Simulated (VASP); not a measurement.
# C (R-3m) in VASP: notebook, part 2 of 2

VASP 6.6.1. Earlier steps stand in the parts before.

### Step 3. Vibrations by perturbation theory, PBEsol

This run uses another cell than the first one, of 9.43 Å³/atom, 1.020 times its volume.

File INCAR:

```
PREC = Accurate
ENCUT = 520
EDIFF = 1E-8
ISMEAR = 0
SIGMA = 0.01
LREAL = False
LASPH = True
NELM = 80
ALGO = Normal
ISIF = 2
LWAVE = False
LCHARG = False
GGA = PS
NBANDS = 11
IBRION = 8
NSW = 1
```

File KPOINTS:

```
regular mesh
0
Gamma
  10 10 10
```

File POSCAR:

```
C
1.0
    1.2294542683      0.7098257528      3.6034985439
   -1.2294542683      0.7098257528      3.6034985439
    0.0000000000     -1.4196515055      3.6034985439
C
2
Direct
    0.8333594182      0.8333594182      0.8333594182
    0.1666405818      0.1666405818      0.1666405818
```

Potentials or basis: VASP PAW PBE potentials, release 64 (C).

The run is started by

```sh
$ cat potpaw_PBE.64/C/POTCAR > POTCAR
$ mpirun -np 1 vasp_std > vasp.out
```

OUTCAR:

```text
PREC = Accurate
   ENCUT = 520
   EDIFF = 1E-8
   ISMEAR = 0
   LREAL = False
   LASPH = True
   NELM = 80
   ISIF = 2
   GGA = PS
   IBRION = 8
   NSW = 1

 ion  position               nearest neighbor table
   1  0.833  0.833  0.833-   2 1.42   2 1.42   2 1.42
   2  0.167  0.167  0.167-   1 1.42   1 1.42   1 1.42

  LATTYP: Found a trigonal (rhomboedric) cell.
 ALAT       =     3.8730623740
 COS(alpha) =     0.7984671849

  Lattice vectors:

 A1 = (   1.2294542683,   0.7098257528,   3.6034985439)
 A2 = (  -1.2294542683,   0.7098257528,   3.6034985439)
 A3 = (   0.0000000000,  -1.4196515055,   3.6034985439)

Analysis of symmetry for initial positions (statically):
=====================================================================
 Subroutine PRICEL returns:
 Original cell was already a primitive cell.

 Routine SETGRP: Setting up the symmetry group for a
[... 569 lines left out ...]
     0.02151 -0.00000 -0.00000
     0.00000  0.02151 -0.00000
     0.00000 -0.00000 -0.06440

 INTERNAL STRAIN TENSOR FOR ION    2 for displacements in x,y,z  (eV/Angst):
          X           Y           Z          XY          YZ          ZX
  --------------------------------------------------------------------------------
  x    -0.00000     0.00000    -0.00000    13.31531     0.00000     0.06839
  y    13.31531   -13.31531     0.00000     0.00000     0.04237     0.00000
  z    -0.02151    -0.02151     0.06440     0.00000     0.00000     0.00000

 SECOND DERIVATIVES (NOT SYMMETRIZED)
 ------------------------------------
               1X          1Y          1Z          2X          2Y          2Z
  1X   -55.660572   -0.000000   -0.000000   55.660572    0.000000    0.000000
  1Y     0.000000  -55.660572   -0.000000    0.000000   55.660572    0.000000
  1Z     0.000000   -0.000000  -16.744124    0.000000    0.000000   16.744124
  2X    55.660572    0.000000    0.000000  -55.660572   -0.000000   -0.000000
  2Y     0.000000   55.660572    0.000000    0.000000  -55.660572   -0.000000
  2Z     0.000000    0.000000   16.744124    0.000000   -0.000000  -16.744124

 Eigenvectors and eigenvalues of the dynamical matrix
 ----------------------------------------------------

   1 f  =   47.593755 THz   299.040385 2PiTHz 1587.556796 cm-1   196.831868 meV
             X         Y         Z           dx          dy          dz
      0.000000  0.000000  9.009028    -0.000006   -0.707107   -0.000000
      0.000000  0.000000  1.801467     0.000006    0.707107    0.000000
[... 16 lines left out ...]
   5 f  =    0.000001 THz     0.000004 2PiTHz    0.000020 cm-1     0.000002 meV
             X         Y         Z           dx          dy          dz
      0.000000  0.000000  9.009028     0.704186    0.056850    0.029846
      0.000000  0.000000  1.801467     0.704186    0.056850    0.029846

   6 f/i=    0.000001 THz     0.000005 2PiTHz    0.000026 cm-1     0.000003 meV
             X         Y         Z           dx          dy          dz
      0.000000  0.000000  9.009028    -0.057831    0.704369    0.022799
      0.000000  0.000000  1.801467    -0.057831    0.704369    0.022799

--------------------------------------------------------------------------------------------------------

 ELASTIC MODULI CONTR FROM IONIC RELAXATION (kBar)
 Direction    XX          YY          ZZ          XY          YZ          ZX
 --------------------------------------------------------------------------------
 XX        -270.4766    270.4720      0.0070      0.0000     -0.8607      0.0000
 YY         270.4720   -270.4766      0.0070     -0.0000      0.8607     -0.0000
 ZZ           0.0070      0.0070     -0.0210      0.0000     -0.0000      0.0000
 XY           0.0000     -0.0000      0.0000   -270.4743      0.0000     -1.3892
 YZ          -0.8607      0.8607     -0.0000      0.0000     -0.0027      0.0000
 ZX           0.0000     -0.0000      0.0000     -1.3892      0.0000     -0.0071
 --------------------------------------------------------------------------------
```

OSZICAR:

```text
N       E                     dE             d eps       ncg     rms          rms(c)
DAV:   1     0.652181582288E+01    0.65218E+01   -0.44421E+03  2603   0.656E+02
DAV:   2    -0.198493957678E+02   -0.26371E+02   -0.24773E+02  3330   0.131E+02
[... 37 lines left out ...]
RMM:   5    -0.124802448580E+00    0.14562E-03   -0.48396E-06  4296   0.149E-02    0.172E-03
RMM:   6    -0.124794755503E+00    0.76931E-05   -0.51833E-08  4429   0.148E-03    0.662E-04
RMM:   7    -0.124786398321E+00    0.83572E-05   -0.22609E-08  4388   0.771E-04    0.103E-04
RMM:   8    -0.124786587965E+00   -0.18964E-06   -0.14483E-08  4480   0.129E-04    0.579E-05
RMM:   9    -0.124786759078E+00   -0.17111E-06   -0.14953E-08  4359   0.148E-04    0.523E-06
RMM:  10    -0.124786758869E+00    0.20820E-09   -0.14577E-08  4607   0.458E-05    0.166E-06
 Linear response finished
```

stdout:

```text
POSCAR found type information on POSCAR C
 POSCAR found :  1 types and       2 ions
 scaLAPACK will be used
 -----------------------------------------------------------------------------
|                                                                             |
|                                                                             |
|     You enforced a specific xc type in the INCAR file but a different       |
|     I HOPE YOU KNOW WHAT YOU ARE DOING!                                     |
|                                                                             |
 -----------------------------------------------------------------------------

 LDA part: xc-table for (Slater+PW92), standard interpolation
 POSCAR, INCAR and KPOINTS ok, starting setup
 FFT: planning ... GRIDC
 FFT: planning ... GRID_SOFT
 FFT: planning ... GRID
 WAVECAR not read
 entering main loop
 Linear response reoptimize wavefunctions to high precision
 Linear response DOF=           2
 Linear response progress:
 first order change of Fermi-energy   0.98215E-05
 force on displaced ion       1 direction 1 : -55.663  -0.005   0.000
 Linear response progress:
 first order change of Fermi-energy   0.12583E+01
 force on displaced ion       1 direction 3 :   0.000  -0.000 -16.744
 Linear response finished
```

Run time: 3 min. Hardware: 1 thread of Intel Xeon Platinum 8559C (Emerald Rapids), shared host; peak memory 0.32 GiB.

Results:

| Item | Value |
| --- | --- |
| Highest phonon frequency at Γ | 1588 cm⁻¹ |

Phonon frequencies in cm⁻¹ (negative: imaginary):
```tsv
q point	frequencies
(0.000, 0.000, 0.000)	0 0 0 871 1588 1588
```

Caveat: the PAW data sets were made with another functional, which shifts forces and pressure a little.
